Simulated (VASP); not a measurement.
Set up this calculation in VASP 6.6.1, as the native input.

* Task: single point
* Functional: PBE
* Potentials or basis: VASP PAW PBE potentials, release 64 (Y_sv)
* Cutoff: 520 eV
* k mesh: 12 × 12 × 12
* Occupations: fermi-dirac, width 0.08 eV
* Spin: no spin polarisation
* Dipole correction: no
* Further INCAR settings: ALGO = Normal; EDIFF = 1e-07; NBANDS = 12

The structure of Y lies in POSCAR:

```
Y
1.0
    3.2667355472      0.0000000000      0.0000000000
    0.0000000000      3.2667355472      0.0000000000
    0.0000000000      0.0000000000      3.2667355472
Y
1
Direct
    0.0000000000      0.0000000000      0.0000000000
```

One way to write it, as run:

INCAR

```
PREC     = Accurate       # precision mode
ENCUT    = 520            # plane-wave cutoff, eV
EDIFF    = 1E-7           # SCF threshold, eV
ISMEAR   = -1             # smearing method
SIGMA    = 0.08           # smearing width, eV
LREAL    = False          # projectors in reciprocal space
LASPH    = True           # aspherical terms in the spheres
NELM     = 100            # most SCF steps
ALGO     = Normal         # electronic algorithm
ISIF     = 2              # what is computed and relaxed
LWAVE    = False          # write WAVECAR
LCHARG   = True           # write CHGCAR
GGA      = PE             # functional
LELF     = True           # ELF
LVHAR    = True         
NBANDS   = 12             # bands
```

KPOINTS

```
regular mesh
0
Gamma
  12 12 12
```

Potentials or basis: VASP PAW PBE potentials, release 64 (Y_sv).

Run with:

```console
$ cat potpaw_PBE.64/Y_sv/POTCAR > POTCAR
$ mpirun -np 1 vasp_std > vasp.out
```

It gave:

- Pressure: 0.0 GPa

It took 15 s on 1 thread of Intel(R) Xeon(R) Platinum 8559C (Emerald Rapids), on a shared host, peak memory 0.17 GiB.
